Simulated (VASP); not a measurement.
# RuF2 (P-3m1) in VASP: single point with PBE+U

Aim: the single point of RuF2 with PBE+U.

Program: VASP 6.6.1. These are calculated values, not measurements. Logs are shortened: lines on timing, memory, paths and dates and some standing lists are left out, and cuts for length are marked.

## 1. The cell of the first run

Symmetry: P-3m1, No. 164, trigonal system. The conventional cell has a = 2.865 Å, b = 2.865 Å, c = 4.623 Å, α = 90.00°, β = 90.00°, γ = 120.00°. Within 2.7 Å of Ru (site symmetry -3m) lie 6 F at 2.02 Å. F (site symmetry 3m) has 3 Ru at 2.02 Å within 2.7 Å.

## 2. Single point, PBE+U, collinear spin, ferromagnetic start

INCAR

```
ALGO = Normal
EDIFF = 1E-6
ENCUT = 520
GGA = PE
ISIF = 2
ISMEAR = 0
ISPIN = 2
LASPH = T
LCHARG = F
LDAU = T
LDAUJ = 0 0
LDAUL = 2 -1
LDAUPRINT = 1
LDAUTYPE = 2
LDAUU = 8 0
LMAXMIX = 4
LORBIT = 11
LREAL = F
LWAVE = F
MAGMOM = 4 0 0
NBANDS = 25
NELM = 150
PREC = Accurate
SIGMA = 0.05
```

KPOINTS

```
k-points
0
Gamma
  8 8 4
```

POSCAR

```
RuF2
1.0
    2.8654132000      0.0000000000      0.0000000000
   -1.4327066000      2.4815206200      0.0000000000
    0.0000000000      0.0000000000      4.6225062000
Ru F
1 2
Direct
    0.0000000000      0.0000000000      0.0000000000
    0.3333333333      0.6666666667      0.2520000000
    0.6666666667      0.3333333333      0.7480000000
```

Potentials or basis: VASP PAW PBE potentials, release 64 (Ru_pv, F).

On the command line:

```console
$ cat potpaw_PBE.64/Ru_pv/POTCAR potpaw_PBE.64/F/POTCAR > POTCAR
$ mpirun -np 1 vasp_std > vasp.out
```

OUTCAR:

```text
EDIFF = 1E-6
   ENCUT = 520
   GGA = PE
   ISIF = 2
   ISMEAR = 0
   ISPIN = 2
   LASPH = T
   LORBIT = 11
   LREAL = F
   NELM = 150
   PREC = Accurate

 ion  position               nearest neighbor table
   1  0.000  0.000  0.000-   2 2.02   3 2.02   3 2.02   2 2.02   3 2.02   2 2.02
   2  0.333  0.667  0.252-   1 2.02   1 2.02   1 2.02
   3  0.667  0.333  0.748-   1 2.02   1 2.02   1 2.02

  LATTYP: Found a hexagonal cell.
 ALAT       =     2.8654132000
 C/A-ratio  =     1.6132075472

  Lattice vectors:

 A1 = (   2.8654132000,   0.0000000000,   0.0000000000)
 A2 = (  -1.4327066000,   2.4815206200,   0.0000000000)
 A3 = (   0.0000000000,   0.0000000000,   4.6225062000)

Analysis of symmetry for initial positions (statically):
=====================================================================
 Subroutine PRICEL returns:
 Original cell was already a primitive cell.

 Routine SETGRP: Setting up the symmetry group for a
 hexagonal supercell.

 Subroutine GETGRP returns: Found 12 space group operations
 (whereof 12 operations were pure point group operations)
 out of a pool of 24 trial point group operations.

The static configuration has the point symmetry D_3d.

Analysis of symmetry for dynamics (positions and initial velocities):
=====================================================================
 Subroutine PRICEL returns:
 Original cell was already a primitive cell.

 Routine SETGRP: Setting up the symmetry group for a
 hexagonal supercell.

 Subroutine GETGRP returns: Found 12 space group operations
 (whereof 12 operations were pure point group operations)
 out of a pool of 24 trial point group operations.

The dynamic configuration has the point symmetry D_3d.

Analysis of structural, dynamic, and magnetic symmetry:
=====================================================================
 Subroutine PRICEL returns:
 Original cell was already a primitive cell.

 Routine SETGRP: Setting up the symmetry group for a
 hexagonal supercell.

 Subroutine GETGRP returns: Found 12 space group operations
 (whereof 12 operations were pure point group operations)
 out of a pool of 24 trial point group operations.

The overall configuration has the point symmetry D_3d.

 Subroutine INISYM returns: Found 12 space group operations
 (whereof 12 operations are pure point group operations),
 and found     1 'primitive' translations

----------------------------------------------------------------------------------------

                                     Primitive cell

  volume of cell :      32.8687

  direct lattice vectors                    reciprocal lattice vectors
     2.865413200  0.000000000  0.000000000     0.348989807  0.201489359  0.000000000
    -1.432706600  2.481520620  0.000000000     0.000000000  0.402978719  0.000000000
     0.000000000  0.000000000  4.622506200     0.000000000  0.000000000  0.216332863

  length of vectors
     2.865413200  2.865413197  4.622506200     0.402978718  0.402978719  0.216332863

  position of ions in fractional coordinates (direct lattice)
     0.000000000  0.000000000  0.000000000
     0.333333333  0.666666667  0.252000000
     0.666666667  0.333333333  0.748000000

  ion indices of the primitive-cell ions
   primitive index   ion index
                 1           1
                 2           2
                 3           3

----------------------------------------------------------------------------------------

 KPOINTS: k-points

Automatic generation of k-mesh.
 Grid dimensions read from file:
 generate k-points for:    8    8    4

[... 62 lines left out ...]
   NELM   =    150;   NELMIN=  2; NELMDL= -5     # of ELM steps
   EDIFF  = 0.1E-05   stopping-criterion for ELM
   LREAL  =      F    real-space projection
   EDIFFG = 0.1E-04   stopping-criterion for IOM
   NSW    =      0    number of steps for IOM
   IBRION =     -1    ionic relax: 0-MD 1-quasi-New 2-CG
   NFREE  =      0    steps in history (QN), initial steepest desc. (CG)
   ISIF   =      2    stress and relaxation
   ISYM   =      2    0-nonsym 1-usesym 2-fastsym
   POTIM  = 0.5000    time-step for ionic-motion
   TEBEG  =    0.0;   TEEND  =   0.0 temperature during run
   PSTRESS=    0.0 pullay stress
   NELECT =      28.0000    total number of electrons
   NUPDOWN=      -1.0000    fix difference up-down
   EMIN   =  10.00;   EMAX   =-10.00  energy-range for DOS
   EFERMI =   0.00;   METHOD = LEGACY
   ISMEAR =     0;   SIGMA  =   0.05  broadening in eV -4-tet -1-fermi 0-gaus
   EFERMI_NEDOS =   21; number of points for ismear=-14 and -15
   IALGO  =     38    algorithm
   IMIX   =      4    mixing-type and parameters
     AMIX     =   0.40;   BMIX     =  1.00
     AMIX_MAG =   1.60;   BMIX_MAG =  1.00
  volume/ion in A,a.u.               =      10.96        73.94
  Fermi-wavevector in a.u.,A,eV,Ry     =   1.551910  2.932685 32.768621  2.408426
  Thomas-Fermi vector in A             =   2.656362
   LORBIT       =     11    0 simple, 1 ext, 2 COOP (PROOUT), +10 PAW based schemes
 LDA+U is selected, type is set to LDAUTYPE =  2
   angular momentum for each species LDAUL =     2   -1
   U (eV)           for each species LDAUU =   8.0  0.0
   J (eV)           for each species LDAUJ =   0.0  0.0
   GGA     = PE    functional components
   LHFCALC =     F    Hartree Fock is set to
   AEXX    =    0.0000 exact exchange contribution
   IVDW    =     0    specifies the selected vdW correction
   LEPSILON=     F    determine dielectric tensor
   LRPA    =     F    only Hartree local field effects (RPA)
 spin polarized calculation
 Gauss-broadening in eV      SIGMA  =   0.05
  energy-cutoff  :      520.00
  volume of cell :       32.87
 maximum number of plane-waves:       905
 NGX is ok and might be reduce to    24
   NGX = 11   NGY = 11   NGZ = 17

atom =   1  type =  1  l = 2

 onsite density matrix

spin component  1

  0.9643 -0.0000 -0.0000 -0.0361 -0.0000
 -0.0000  0.9933  0.0000  0.0000 -0.0361
 -0.0000  0.0000  0.9452 -0.0000 -0.0000
 -0.0361  0.0000 -0.0000  0.9933 -0.0000
 -0.0000 -0.0361 -0.0000 -0.0000  0.9643

spin component  2

  0.3247  0.0000 -0.0000  0.1290  0.0000
  0.0000  0.2556 -0.0000 -0.0000  0.1290
 -0.0000 -0.0000  0.0697  0.0000 -0.0000
  0.1290 -0.0000  0.0000  0.2556 -0.0000
  0.0000  0.1290 -0.0000 -0.0000  0.3247

 occupancies and eigenvectors

  o =  0.0697  v =  0.0000  0.0000  0.0000  0.0000  0.0000 -0.0000  0.0000 -1.0000  0.0000 -0.0000      0.0000  0.0000  0.0000  0.0000  0.0000  0.0000  0.0000  0.0000  0.0000  0.0000
  o =  0.1566  v =  0.0000  0.0000  0.0000  0.0000  0.0000  0.0000 -0.7934 -0.0000 -0.0000  0.6088      0.0000  0.0000  0.0000  0.0000  0.0000  0.0000  0.0000  0.0000  0.0000  0.0000
  o =  0.1566  v =  0.0000  0.0000  0.0000  0.0000  0.0000 -0.6088 -0.0000 -0.0000  0.7934  0.0000      0.0000  0.0000  0.0000  0.0000  0.0000  0.0000  0.0000  0.0000  0.0000  0.0000
  o =  0.4236  v =  0.0000  0.0000  0.0000  0.0000  0.0000  0.0000  0.6088 -0.0000  0.0000  0.7934      0.0000  0.0000  0.0000  0.0000  0.0000  0.0000  0.0000  0.0000  0.0000  0.0000
  o =  0.4236  v =  0.0000  0.0000  0.0000  0.0000  0.0000 -0.7934  0.0000  0.0000 -0.6088  0.0000      0.0000  0.0000  0.0000  0.0000  0.0000  0.0000  0.0000  0.0000  0.0000  0.0000
  o =  0.9399  v =  0.0000  0.5602  0.0000  0.0000  0.8284  0.0000  0.0000  0.0000  0.0000  0.0000      0.0000  0.0000  0.0000  0.0000  0.0000  0.0000  0.0000  0.0000  0.0000  0.0000
  o =  0.9399  v =  0.8284 -0.0000 -0.0000  0.5602 -0.0000  0.0000  0.0000  0.0000  0.0000  0.0000      0.0000  0.0000  0.0000  0.0000  0.0000  0.0000  0.0000  0.0000  0.0000  0.0000
  o =  0.9452  v =  0.0000  0.0000 -1.0000  0.0000  0.0000  0.0000  0.0000  0.0000  0.0000  0.0000      0.0000  0.0000  0.0000  0.0000  0.0000  0.0000  0.0000  0.0000  0.0000  0.0000
  o =  1.0177  v =  0.0000  0.8284  0.0000 -0.0000 -0.5602  0.0000  0.0000  0.0000  0.0000  0.0000      0.0000  0.0000  0.0000  0.0000  0.0000  0.0000  0.0000  0.0000  0.0000  0.0000
  o =  1.0177  v = -0.5602  0.0000 -0.0000  0.8284 -0.0000  0.0000  0.0000  0.0000  0.0000  0.0000      0.0000  0.0000  0.0000  0.0000  0.0000  0.0000  0.0000  0.0000  0.0000  0.0000

 number of electron      27.9999999 magnetization       4.0000002

 Free energy of the ion-electron system (eV)
  ---------------------------------------------------
  ext. energy  EPLUGINS =         0.00000000
  ---------------------------------------------------
  free energy    TOTEN  =        -8.24981662 eV

  energy without entropy =       -8.24909307  energy(sigma->0) =       -8.24945484

 E-fermi :   6.9848     XC(G=0): -11.3731

 val. band max:        6.9749359653   @ k =   0.3750   0.2500   0.0000
 cond. band min:       7.0887915035   @ k =   0.0000   0.1250   0.2500
 fundamental gap:      0.1138555382
 Fermi energy:         6.9847935376

 spin component 1

 k-point     1 :       0.0000    0.0000    0.0000
  band No.  band energies     occupation
      1     -37.9161      1.00000
      2     -37.3635      1.00000
      3     -37.3635      1.00000
      4     -19.1284      1.00000
      5     -18.1757      1.00000
      6      -3.9055      1.00000
[... 1337 lines left out ...]
     24      25.6629      0.00000
     25      29.0517      0.00000

 [... further k-points ...]
[... 5 lines left out ...]
  --------------------------------------------------------------------------------------
  -------------------------------------------------------------------------------------
  Total       16.2574703     16.2574703     13.5334574      0.0000000      0.0000000      0.0000000
  in kB      792.4664852    792.4664829    659.6851321      0.0000000      0.0000000      0.0000000
  external PRESSURE =     748.2060334 kB  Pullay stress =       0.0000000 kB

 VOLUME and BASIS-vectors are now :
 -----------------------------------------------------------------------------
  energy-cutoff  :      520.00
  volume of cell :       32.87
      direct lattice vectors                 reciprocal lattice vectors
     2.865413200  0.000000000  0.000000000     0.348989807  0.201489359  0.000000000
    -1.432706600  2.481520620  0.000000000     0.000000000  0.402978719  0.000000000
     0.000000000  0.000000000  4.622506200     0.000000000  0.000000000  0.216332863

 POSITION                                       TOTAL-FORCE (eV/Angst)
 -----------------------------------------------------------------------------------
      0.00000      0.00000      0.00000        -0.000000      0.000000      0.000000
     -0.00000      1.65435      1.16487        -0.000000      0.000000      5.335599
      1.43271      0.82717      3.45763         0.000000     -0.000000     -5.335599
 -----------------------------------------------------------------------------------
    total drift:                                0.000000     -0.000000      0.000000

  FREE ENERGIE OF THE ION-ELECTRON SYSTEM (eV)
  ---------------------------------------------------
  free  energy   TOTEN  =        -8.2498166180 eV

  energy  without entropy=       -8.2490930660  energy(sigma->0) =       -8.24945484

 total charge

# of ion       s       p       d       tot
------------------------------------------
    1        0.257   6.241   6.040  12.538
    2        1.749   4.423   0.000   6.172
    3        1.749   4.423   0.000   6.172
--------------------------------------------------
tot          3.755  15.087   6.040  24.882

 magnetization (x)

# of ion       s       p       d       tot
------------------------------------------
    1        0.010   0.017   3.616   3.643
    2        0.014   0.153   0.000   0.167
    3        0.014   0.153   0.000   0.167
--------------------------------------------------
tot          0.038   0.323   3.616   3.976
```

It took 1.7 min on 1 thread of Intel Xeon 8259CL, shared host; peak memory 0.19 GiB.

Results:

```
Free energy                                           : -8.2498 eV
Pressure                                              : 74.8 GPa
Largest force                                         : 5.336 eV/Å
Band gap on the k mesh                                : zero (filled and empty bands overlap)
Net moment                                            : 4.00 μB per cell
Site moments                                          : Ru +3.64; F +0.17 μB
Valence electrons inside the program's atomic spheres : Ru 12.54; F 6.17
```

Forces on the atoms (eV/Å):
```
Ru   0.000  0.000  0.000
F    0.000  0.000  5.336
F    0.000  0.000 -5.336
```

Stress tensor (GPa, compression positive):
```
79.25  0.00  0.00
 0.00 79.25  0.00
 0.00  0.00 65.97
```

Levels at points of the mesh, in eV from the Fermi level:
Spin up:
```
           k point  band 13  band 14  band 15  band 16  band 17  band 18  band 19  band 20
(0.00, 0.00, 0.00)    -5.76    -4.77    -1.92    -1.92     1.66     7.25     9.21    11.42
(0.50, 0.00, 0.00)    -4.65    -3.94    -1.88    -1.52     6.90     9.21     9.74    12.91
(0.00, 0.00, 0.50)    -6.00    -4.38    -1.81    -1.81     3.29     5.58     9.21    12.24
(0.50, 0.00, 0.50)    -4.65    -4.03    -1.89    -1.67     7.01     9.21    10.14    10.17
```
Spin down:
```tsv
k point	band 8	band 9	band 10	band 11	band 12	band 13	band 14	band 15	band 16	band 17
(0.00, 0.00, 0.00)	-6.95	-5.56	-5.56	-5.38	-0.15	-0.15	1.72	3.05	4.71	4.71
(0.50, 0.00, 0.00)	-6.87	-6.80	-6.50	-6.18	-1.09	1.93	3.99	5.09	5.62	7.31
(0.00, 0.00, 0.50)	-6.88	-6.72	-5.66	-5.66	-0.17	-0.17	2.30	4.34	4.80	4.80
(0.50, 0.00, 0.50)	-6.98	-6.72	-5.97	-5.82	-1.09	1.93	4.13	4.98	5.55	7.47
```

Eigenvalues of the final occupation matrices:
| site | spin | trace | eigenvalues |
| --- | --- | --- | --- |
| site 1 d | 1 | 4.86 | 0.94 0.94 0.95 1.02 1.02 |
| site 1 d | 2 | 1.23 | 0.07 0.16 0.16 0.42 0.42 |

Caveat: forces of over 1 eV/Å act on the atoms, so gaps and moduli don't describe the material at rest. The state reached can hang on the start; a lower one may exist.
